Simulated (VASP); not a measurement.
MgB2: relaxation of shape and atoms at fixed volume with RPBE+D4

The system is MgB2.

```
Mg B
1.0
     3.09154    0.00000    0.00000
    -1.54577    2.67735    0.00000
     0.00000    0.00000    3.47732
Mg B
1 2
Cartesian
  0.0000 0.0000 0.0000
  0.0000 1.7849 1.7387
  1.5458 0.8924 1.7387
```

This cell differs from its parent crystal: volume scaled by 1.04.

| Quantity | Value |
| --- | --- |
| Program | VASP 6.6.1 |
| Task | relaxation of shape and atoms at fixed volume |
| Functional | RPBE |
| Dispersion | D4 |
| Potentials or basis | VASP PAW PBE potentials, release 64 (Mg, B) |
| Cutoff | 600 eV |
| k mesh | 8 × 8 × 6 |
| Occupations | gaussian, width 0.05 eV |
| Spin | no spin polarisation |
| Dipole correction | no |
| Further INCAR settings | ALGO = Normal; EDIFF = 1e-06; IBRION = 2; EDIFFG = -0.01; NSW = 60; ISIF = 4 |

- Energy gained by relaxing: 0.1 meV/atom
- Ionic steps: 2
- Pressure after relaxing: -5.9 GPa
- Band gap on the k mesh: zero (band 4 reaches 6.61 eV, above the bottom of band 5 at 3.96 eV)
- Dispersion energy per atom: -0.473 eV

Step by step:
```
step  energy change (eV)  largest force (eV/Å)  pressure (GPa)  volume (Å³)
   1              0.0000                0.0000           -6.06        28.78
   2             -0.0003                0.0000           -5.89        28.78
```

Final structure:
```
CELL_PARAMETERS angstrom
3.08806 0.00000 0.00000
-1.54403 2.67434 0.00000
0.00000 0.00000 3.48516
ATOMIC_POSITIONS crystal
Mg 0.00000 0.00000 0.00000
B 0.33333 0.66667 0.50000
B 0.66667 0.33333 0.50000
```

Levels at points of the mesh, in eV from the Fermi level:
```csv
k point,band 2,band 3,band 4,band 5,band 6,band 7
"(0.00, 0.00, 0.00)",-2.85,0.30,0.30,1.87,6.21,6.21
"(0.50, 0.00, 0.00)",-7.91,-2.24,0.27,3.15,3.76,5.52
"(0.00, 0.00, 0.50)",-7.44,0.70,0.70,6.55,6.55,7.87
"(0.50, 0.00, 0.50)",-6.98,-3.62,-1.93,-1.31,5.61,8.88
```

Wall time 13 s on 1 thread of Intel Xeon 6975P-C, with other jobs on the host, peak memory 0.16 GiB.

Caveat: the cell differs from its parent crystal (volume scaled by 1.04); the PAW data sets were made with another functional, which shifts forces and pressure a little; pairwise dispersion overbinds metals, which lowers pressure and volume.
